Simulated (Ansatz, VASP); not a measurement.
# TiAl: VASP beside Ansatz

INCAR

```
SYSTEM = TiAl
  ALGO = Normal
  EDIFF = 1E-6
  ENCUT = 520
  GGA = PS
  ISIF = 2
  ISMEAR = 0
  LASPH = .True.
  LCHARG = .False.
  LREAL = .False.
  LWAVE = .False.
  NBANDS = 14
  NELM = 60
  PREC = Accurate
  SIGMA = 0.15
```

File KPOINTS:

```
k-points
0
Gamma
  18 18 10
  0 0 0
```

File POSCAR:

```
TiAl
1.0
    2.8242532992      0.0000000000      0.0000000000
   -1.4121266496      2.4458751038      0.0000000000
    0.0000000000      0.0000000000      4.6079117550
Ti Al
1 1
Direct
    0.0000000000      0.0000000000      0.0000000000
    0.3333333333      0.6666666667      0.5000000000
```

Input for Ansatz:

```yaml
crystal:
  lattice:
    - [2.8242532992, 0.0, 0.0]
    - [-1.4121266496, 2.4458751038, 0.0]
    - [0.0, 0.0, 4.607911755]
  atoms:
    - { symbol: Ti, position: [0.0, 0.0, 0.0] }
    - { symbol: Al, position: [0.3333333333, 0.6666666667, 0.5] }
basis:
  ecutwfc: 420
kpoints:
  mp_grid: { grid: [18, 18, 10] }
hamiltonian:
  xc: pbesol
scf:
  occupations: { method: gaussian, width: 0.15 }
output:
  forces: true
  stress: true
  eigenvalues: true
```

Change from the starting cell: strain -0.015 along x and y, -0.015 along z, atoms carried along.

Alike in both runs: task single point; functional PBEsol; k mesh 18 × 18 × 10; occupations gaussian, width 0.15 eV; no spin polarisation.

|  | VASP | Ansatz |
| --- | --- | --- |
| version | VASP 6.6.1 | Ansatz 0.2.0 |
| potentials or method | VASP PAW PBE potentials, release 64 (Ti_sv, Al), cutoff 520 eV | scalar-relativistic, plane waves, PAW |
| valence electrons in the cell | 15 | 15 |

Ansatz gave:

- gap on the k mesh at the Fermi level (eV): none
- pressure (GPa): 2.2
- traceless stress, the component that is largest in VASP (GPa): -0.42

Q: Which values does VASP return?

A: gap on the k mesh at the Fermi level (eV): none; pressure (GPa): 2.2; traceless stress, the component that is largest in VASP (GPa): -0.35.

VASP's potentials were made for PBE, not for PBEsol. A gap of «none» marks a metal or a gap that the smearing closes. With one functional, cell and mesh, what is left measures potentials, basis and numerics.
